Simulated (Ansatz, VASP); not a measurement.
## Two plane-wave programs on Sn

```
Sn
1.0
    -2.89942    2.90080    1.55817
     2.90080   -2.89942    1.55817
     2.89858    2.89858   -1.55564
Sn
2
Direct
  0.00002 0.99998 0.00000
  0.74998 0.25002 0.50000
```

Alike in both runs: task single point; functional LDA; k mesh 11 × 11 × 8; occupations methfessel-paxton of order 1, width 1 eV; no spin polarisation.

|  | VASP | Ansatz |
| --- | --- | --- |
| version | VASP 6.6.1 | Ansatz 0.2.0 |
| potentials or method | VASP PAW LDA potentials, release 64 (Sn_d), cutoff 520 eV | plane waves (420 eV) with PAW, scalar-relativistic |
| valence electrons in the cell | 28 | 28 |

Ansatz gave:

* pressure (GPa): -0.1
* traceless stress, the component that is largest in VASP (GPa): 0.05

Problem. What did VASP give for the same quantities?

Solution. Pressure (GPa): -0.1; traceless stress, the component that is largest in VASP (GPa): 0.07.

Ansatz warns that its potentials were made for another functional, while VASP's fit it. LDA's correlation is that of Perdew and Zunger in VASP and of Perdew and Wang (1992) in Ansatz.
